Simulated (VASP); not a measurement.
# Al2InN3 (Cmc2_1) in VASP: relaxation of cell and atoms with PBE

Aim: the relaxation of cell and atoms of Al2InN3 with PBE.

Everything below comes from runs of VASP 6.6.1. Logs are shortened: lines on timing, memory, paths and dates and some standing lists are left out, and cuts for length are marked.

### Step 1. The cell of the first run

The structure is orthorhombic, space group Cmc2_1 (No. 36). Conventional cell: a = 9.760 Å, b = 5.611 Å, c = 5.199 Å, α = 90.00°, β = 90.00°, γ = 90.00°. Al (site symmetry 1) has 4 N at 1.89 to 1.90 Å within 2.5 Å. In (site symmetry m) has 4 N at 2.16 to 2.19 Å within 2.9 Å. N (site symmetry 1) has 3 Al at 1.89 to 1.90 Å and 1 In at 2.16 Å within 2.5 Å. N (site symmetry m) has 2 Al at 1.89 Å and 2 In at 2.17 to 2.19 Å within 2.5 Å.

### Step 2. Relaxation of cell and atoms, PBE

Contents of INCAR:

```
SYSTEM = Al2InN3
PREC = Accurate ; ENCUT = 600
EDIFF = 1E-6 ; ISMEAR = 0
SIGMA = 0.02 ; LREAL = .FALSE.
LASPH = .TRUE. ; NELM = 60
ALGO = Normal ; ISIF = 3
LWAVE = .FALSE. ; LCHARG = .FALSE.
GGA = PE ; IBRION = 2
NSW = 100 ; EDIFFG = -0.005
```

Contents of KPOINTS:

```
regular mesh
0
G
  6 6 6
  0 0 0
```

Contents of POSCAR:

```
Al2InN3
1.0
    4.8800190524     -2.8055151375      0.0000000000
    4.8800190524      2.8055151375      0.0000000000
    0.0000000000      0.0000000000      5.1994618000
Al In N
4 2 6
Direct
    0.0085428600      0.3349002500      0.9916267200
    0.6650997500      0.9914571400      0.9916267200
    0.9914571400      0.6650997500      0.4916267200
    0.3349002500      0.0085428600      0.4916267200
    0.3219155300      0.6780844700      0.9863837600
    0.6780844700      0.3219155300      0.4863837600
    0.0369825600      0.3335805700      0.3557999700
    0.6664194300      0.9630174400      0.3557999700
    0.9630174400      0.6664194300      0.8557999700
    0.3335805700      0.0369825600      0.8557999700
    0.2980913400      0.7019086600      0.4067628300
    0.7019086600      0.2980913400      0.9067628300
```

Potentials or basis: VASP PAW PBE potentials, release 64 (Al, In_d, N).

On the command line:

```bash
$ cat potpaw_PBE.64/Al/POTCAR potpaw_PBE.64/In_d/POTCAR potpaw_PBE.64/N/POTCAR > POTCAR
$ mpirun -np 1 vasp_std > vasp.out
```

OUTCAR:

```text
SYSTEM = Al2InN3
   PREC = Accurate
   ENCUT = 600
   EDIFF = 1E-6
   ISMEAR = 0
   LREAL = .FALSE.
   LASPH = .TRUE.
   NELM = 60
   ISIF = 3
   GGA = PE
   IBRION = 2
   NSW = 100
   EDIFFG = -0.005

 ion  position               nearest neighbor table
   1  0.009  0.335  0.992-   9 1.89  10 1.89  12 1.89   7 1.90   3 3.17   3 3.17   4 3.18   4 3.18
                             2 3.19   2 3.19   5 3.20   6 3.20   5 3.21   6 3.24   5 3.34   2 3.35
   2  0.665  0.991  0.992-  10 1.89   9 1.89  12 1.89   8 1.90   4 3.17   4 3.17   3 3.18   3 3.18
                             1 3.19   1 3.19   5 3.20   6 3.20   5 3.21   6 3.24   5 3.34   1 3.35
   3  0.991  0.665  0.492-   7 1.89   8 1.89  11 1.89   9 1.90   1 3.17   1 3.17   2 3.18   2 3.18
                             4 3.19   4 3.19   6 3.20   5 3.20   6 3.21   5 3.24   6 3.34   4 3.35
   4  0.335  0.009  0.492-   8 1.89   7 1.89  11 1.89  10 1.90   2 3.17   2 3.17   1 3.18   1 3.18
                             3 3.19   3 3.19   6 3.20   5 3.20   6 3.21   5 3.24   6 3.34   3 3.35
   5  0.322  0.678  0.986-   9 2.16  10 2.16  12 2.17  11 2.19   1 3.20   2 3.20   4 3.20   3 3.20
                             2 3.21   1 3.21   4 3.24   3 3.24   6 3.28   6 3.28   2 3.34   1 3.34
   6  0.678  0.322  0.486-   7 2.16   8 2.16  11 2.17  12 2.19   4 3.20   3 3.20   2 3.20   1 3.20
                             4 3.21   3 3.21   2 3.24   1 3.24   5 3.28   5 3.28   4 3.34   3 3.34
   7  0.037  0.334  0.356-   3 1.89   4 1.89   1 1.90   6 2.16
   8  0.666  0.963  0.356-   4 1.89   3 1.89   2 1.90   6 2.16
   9  0.963  0.666  0.856-   1 1.89   2 1.89   3 1.90   5 2.16
  10  0.334  0.037  0.856-   2 1.89   1 1.89   4 1.90   5 2.16
  11  0.298  0.702  0.407-   3 1.89   4 1.89   6 2.17   5 2.19
  12  0.702  0.298  0.907-   1 1.89   2 1.89   5 2.17   6 2.19

  LATTYP: Found a base centered orthorhombic cell.
 ALAT       =     5.6110302750
 B/A-ratio  =     1.7394377906
 C/A-ratio  =     0.9266501062

  Lattice vectors:

 A1 = (  -4.8800190524,  -2.8055151375,   0.0000000000)
 A2 = (   4.8800190524,  -2.8055151375,   0.0000000000)
 A3 = (   0.0000000000,   0.0000000000,   5.1994618000)

Analysis of symmetry for initial positions (statically):
=====================================================================
 Subroutine PRICEL returns:
 Original cell was already a primitive cell.

 Routine SETGRP: Setting up the symmetry group for a
 base centered orthorhombic supercell.

 Subroutine GETGRP returns: Found  4 space group operations
 (whereof  2 operations were pure point group operations)
 out of a pool of  8 trial point group operations.

The static configuration has the point symmetry C_1h.
 The point group associated with its full space group is C_2v.

Analysis of symmetry for dynamics (positions and initial velocities):
=====================================================================
 Subroutine PRICEL returns:
 Original cell was already a primitive cell.

 Routine SETGRP: Setting up the symmetry group for a
 base centered orthorhombic supercell.

 Subroutine GETGRP returns: Found  4 space group operations
 (whereof  2 operations were pure point group operations)
 out of a pool of  8 trial point group operations.

The dynamic configuration has the point symmetry C_1h.
 The point group associated with its full space group is C_2v.

 Subroutine INISYM returns: Found  4 space group operations
 (whereof  2 operations are pure point group operations),
 and found     1 'primitive' translations

----------------------------------------------------------------------------------------

                                     Primitive cell

  volume of cell :     142.3713

  direct lattice vectors                    reciprocal lattice vectors
     4.880019052 -2.805515138  0.000000000     0.102458616 -0.178220389  0.000000000
     4.880019052  2.805515138  0.000000000     0.102458616  0.178220389  0.000000000
     0.000000000  0.000000000  5.199461800     0.000000000  0.000000000  0.192327598

  length of vectors
     5.628987577  5.628987577  5.199461800     0.205573041  0.205573041  0.192327598

  position of ions in fractional coordinates (direct lattice)
     0.008542860  0.334900250  0.991626720
     0.665099750  0.991457140  0.991626720
     0.991457140  0.665099750  0.491626720
     0.334900250  0.008542860  0.491626720
     0.321915530  0.678084470  0.986383760
     0.678084470  0.321915530  0.486383760
     0.036982560  0.333580570  0.355799970
     0.666419430  0.963017440  0.355799970
     0.963017440  0.666419430  0.855799970
     0.333580570  0.036982560  0.855799970
     0.298091340  0.701908660  0.406762830
     0.701908660  0.298091340  0.906762830

  ion indices of the primitive-cell ions
   primitive index   ion index
                 1           1
                 2           2
                 3           3
                 4           4
                 5           5
                 6           6
                 7           7
                 8           8
                 9           9
                10          10
                11          11
                12          12

----------------------------------------------------------------------------------------

 KPOINTS: regular mesh

Automatic generation of k-mesh.
 Grid dimensions read from file:
 generate k-points for:    6    6    6

 Generating k-lattice:

  Cartesian coordinates                     Fractional coordinates (reciprocal lattice)
     0.017076436 -0.029703398  0.000000000     0.166666667  0.000000000  0.000000000
     0.017076436  0.029703398  0.000000000     0.000000000  0.166666667  0.000000000
     0.000000000  0.000000000  0.032054600     0.000000000  0.000000000  0.166666667

  Length of vectors
     0.034262174  0.034262174  0.032054600

  Shift w.r.t. Gamma in fractional coordinates (k-lattice)
     0.000000000  0.000000000  0.000000000

 Subroutine IBZKPT returns following result:
 ===========================================

 Found     52 irreducible k-points:

 Following reciprocal coordinates:
            Coordinates               Weight
  0.000000  0.000000  0.000000      1.000000
  0.166667  0.000000  0.000000      4.000000
  0.333333 -0.000000  0.000000      4.000000
  0.500000 -0.000000  0.000000      2.000000
  0.166667  0.166667  0.000000      2.000000
  0.333333  0.166667  0.000000      4.000000
[... 16 lines left out ...]
  0.333333  0.333333  0.166667      4.000000
  0.500000  0.333333  0.166667      8.000000
 [... further k-points ...]
   k-points           NKPTS =     52   k-points in BZ     NKDIM =     52   number of bands    NBANDS=     41
   number of dos      NEDOS =    301   number of ions     NIONS =     12
   total plane-waves  NPLWV =  96768
   dimension x,y,z NGX =    48 NGY =   48 NGZ =   42
   dimension x,y,z NGXF=    96 NGYF=   96 NGZF=   84
   ions per type =               4   2   6
   NGX,Y,Z   is equivalent  to a cutoff of  14.18, 14.18, 13.43 a.u.
   NGXF,Y,Z  is equivalent  to a cutoff of  28.35, 28.35, 26.86 a.u.
 SYSTEM =  Al2InN3
   PREC   = accura    normal or accurate (medium, high low for compatibility)
   ISTART =      0    job   : 0-new  1-cont  2-samecut
   ICHARG =      2    charge: 1-file 2-atom 10-const
   ISPIN  =      1    spin polarized calculation?
   LNONCOLLINEAR =      F non collinear calculations
   LSORBIT =      F    spin-orbit coupling
   LASPH  =      T    aspherical Exc in radial PAW
   ENCUT  =  600.0 eV  44.10 Ry    6.64 a.u.  11.24 11.24 10.38*2*pi/ulx,y,z
   NELM   =     60;   NELMIN=  2; NELMDL= -5     # of ELM steps
   EDIFF  = 0.1E-05   stopping-criterion for ELM
   LREAL  =      F    real-space projection
   EDIFFG = -.5E-02   stopping-criterion for IOM
   NSW    =    100    number of steps for IOM
   IBRION =      2    ionic relax: 0-MD 1-quasi-New 2-CG
   NFREE  =      1    steps in history (QN), initial steepest desc. (CG)
   ISIF   =      3    stress and relaxation
   ISYM   =      2    0-nonsym 1-usesym 2-fastsym
   POTIM  = 0.5000    time-step for ionic-motion
   TEBEG  =    0.0;   TEEND  =   0.0 temperature during run
   PSTRESS=    0.0 pullay stress
   NELECT =      68.0000    total number of electrons
   NUPDOWN=      -1.0000    fix difference up-down
   EMIN   =  10.00;   EMAX   =-10.00  energy-range for DOS
   EFERMI =   0.00;   METHOD = LEGACY
   ISMEAR =     0;   SIGMA  =   0.02  broadening in eV -4-tet -1-fermi 0-gaus
   EFERMI_NEDOS =   21; number of points for ismear=-14 and -15
   IALGO  =     38    algorithm
   IMIX   =      4    mixing-type and parameters
     AMIX     =   0.40;   BMIX     =  1.00
     AMIX_MAG =   1.60;   BMIX_MAG =  1.00
  volume/ion in A,a.u.               =      11.86        80.06
  Fermi-wavevector in a.u.,A,eV,Ry     =   1.279687  2.418257 22.280871  1.637598
  Thomas-Fermi vector in A             =   2.412158
   LORBIT       =      0    0 simple, 1 ext, 2 COOP (PROOUT), +10 PAW based schemes
   GGA     = PE    functional components
   LHFCALC =     F    Hartree Fock is set to
   AEXX    =    0.0000 exact exchange contribution
   IVDW    =     0    specifies the selected vdW correction
   LEPSILON=     F    determine dielectric tensor
   LRPA    =     F    only Hartree local field effects (RPA)
 conjugate gradient relaxation of ions
 non-spin polarized calculation
 Gauss-broadening in eV      SIGMA  =   0.02
  energy-cutoff  :      600.00
  volume of cell :      142.37
 maximum number of plane-waves:      4780
 NGX is ok and might be reduce to    48
   NGX = 23   NGY = 23   NGZ = 21

--------------------------------------- Ionic step        1  -------------------------------------------

 number of electron      68.0000011 magnetization

 Free energy of the ion-electron system (eV)
  ---------------------------------------------------
  ext. energy  EPLUGINS =         0.00000000
  ---------------------------------------------------
  free energy    TOTEN  =       -80.79323267 eV

  energy without entropy =      -80.79323267  energy(sigma->0) =      -80.79323267

------------------------ aborting loop because EDIFF is reached ----------------------------------------

  FORCE on cell =-STRESS in cart. coord.  units (eV):
  Direction    XX          YY          ZZ          XY          YZ          ZX
  --------------------------------------------------------------------------------------
  -------------------------------------------------------------------------------------
  Total        3.6920425      3.7261469      3.8737737      0.0000000      0.0000000      0.0000000
  in kB       41.5484430     41.9322374     43.5935569      0.0000000      0.0000000      0.0000000
  external PRESSURE =      42.3580791 kB  Pullay stress =       0.0000000 kB
[... 353 lines left out ...]
  energy  without entropy=      -80.8380162698  energy(sigma->0) =      -80.83801627

--------------------------------------- Ionic step        9  -------------------------------------------

 number of electron      68.0000017 magnetization

 Free energy of the ion-electron system (eV)
  ---------------------------------------------------
  ext. energy  EPLUGINS =         0.00000000
  ---------------------------------------------------
  free energy    TOTEN  =       -80.83801695 eV

  energy without entropy =      -80.83801695  energy(sigma->0) =      -80.83801695

 E-fermi :   6.1929     XC(G=0): -10.8599

 val. band max:        6.0765598724   @ k =   0.0000   0.0000   0.0000
 cond. band min:       8.2389696005   @ k =   0.0000   0.0000   0.0000
 fundamental gap:      2.1624097281
 Fermi energy:         6.1928861704

 k-point     1 :       0.0000    0.0000    0.0000
  band No.  band energies     occupation
      1      -8.6012      2.00000
      2      -8.0568      2.00000
      3      -7.7302      2.00000
      4      -7.5426      2.00000
      5      -7.4962      2.00000
      6      -7.3668      2.00000
[... 1045 lines left out ...]
     40      12.7159      0.00000
     41      13.3415      0.00000

 [... further k-points ...]

------------------------ aborting loop because EDIFF is reached ----------------------------------------

  FORCE on cell =-STRESS in cart. coord.  units (eV):
  Direction    XX          YY          ZZ          XY          YZ          ZX
  --------------------------------------------------------------------------------------
  -------------------------------------------------------------------------------------
  Total       -0.0146083     -0.0137801     -0.0060440      0.0000000      0.0000000      0.0000000
  in kB       -0.1604814     -0.1513825     -0.0663966      0.0000000      0.0000000      0.0000000
  external PRESSURE =      -0.1260868 kB  Pullay stress =       0.0000000 kB
[... 27 lines left out ...]
  FREE ENERGIE OF THE ION-ELECTRON SYSTEM (eV)
  ---------------------------------------------------
  free  energy   TOTEN  =       -80.8380169524 eV

  energy  without entropy=      -80.8380169524  energy(sigma->0) =      -80.83801695

 reached required accuracy - stopping structural energy minimisation
```

Run time: 45 min. Hardware: 1 thread of Oxide Virtual Turin-like, shared host; peak memory 0.49 GiB.

What came out:

```
Free energy                           : -80.8380 eV
Relaxed volume                        : 12.15 Å³/atom
Relaxed cell                          : a = 5.671 Å, b = 5.671 Å, c = 5.247 Å, α = 90.00°, β = 90.00°, γ = 59.80°
Space group after relaxing (to 0.1 Å) : Cmc2_1 (No. 36)
Energy gained by relaxing             : 3.7 meV/atom
Ionic steps                           : 9
Pressure after relaxing               : 0.0 GPa
Largest force after relaxing          : 0.003 eV/Å
Band gap on the k mesh                : 2.16 eV
```

Forces in eV/Å, atoms in the order of the input:
```
Al   0.002 -0.001  0.000
Al  -0.002 -0.001  0.000
Al  -0.002  0.001  0.000
Al   0.002  0.001  0.000
In   0.000  0.000  0.003
In   0.000  0.000  0.003
N   -0.002  0.001 -0.001
N    0.002  0.001 -0.001
N    0.002 -0.001 -0.001
N   -0.002 -0.001 -0.001
N    0.000 -0.001 -0.001
N    0.000  0.001 -0.001
```

The path:
```
step  energy change (eV)  largest force (eV/Å)  pressure (GPa)  volume (Å³)
   1              0.0000                0.0196            4.24       142.37
   2             -0.0107                0.0384           -3.41       148.93
   3             -0.0446                0.0194           -0.01       145.82
   4             -0.0446                0.0191            0.08       145.75
   5             -0.0447                0.0138            0.07       145.75
   6             -0.0447                0.0116            0.07       145.76
   7             -0.0448                0.0062           -0.07       145.89
   8             -0.0448                0.0055           -0.01       145.84
   9             -0.0448                0.0031           -0.01       145.84
```

Final structure:
```yaml
crystal:
  lattice:
    - [4.91607, -2.82700, 0.00000]
    - [4.91607, 2.82700, 0.00000]
    - [0.00000, 0.00000, 5.24703]
  atoms:
    - { symbol: Al, position: [0.00846, 0.33490, 0.99177] }
    - { symbol: Al, position: [0.66510, 0.99154, 0.99177] }
    - { symbol: Al, position: [0.99154, 0.66510, 0.49177] }
    - { symbol: Al, position: [0.33490, 0.00846, 0.49177] }
    - { symbol: In, position: [0.32197, 0.67803, 0.98676] }
    - { symbol: In, position: [0.67803, 0.32197, 0.48676] }
    - { symbol: N, position: [0.03710, 0.33362, 0.35563] }
    - { symbol: N, position: [0.66638, 0.96290, 0.35563] }
    - { symbol: N, position: [0.96290, 0.66638, 0.85563] }
    - { symbol: N, position: [0.33362, 0.03710, 0.85563] }
    - { symbol: N, position: [0.29796, 0.70204, 0.40643] }
    - { symbol: N, position: [0.70204, 0.29796, 0.90643] }
```

Levels at points of the mesh, in eV from the valence-band top:
```tsv
k point	band 32	band 33	band 34	band 35	band 36	band 37
(0.00, 0.00, 0.00)	-0.06	-0.05	0.00	2.16	4.38	5.23
(0.50, 0.00, 0.00)	-0.58	-0.58	-0.27	4.22	4.47	5.72
(0.50, 0.50, 0.00)	-0.52	-0.48	-0.33	3.98	4.71	5.38
(0.00, 0.00, 0.50)	-0.38	-0.13	-0.13	4.25	4.25	6.70
(0.50, 0.00, 0.50)	-0.89	-0.50	-0.50	4.46	4.46	5.53
(0.50, 0.50, 0.50)	-0.88	-0.61	-0.61	4.61	4.61	5.54
```

Caveat: spin-orbit coupling is left out, which moves the levels of the heavy elements.
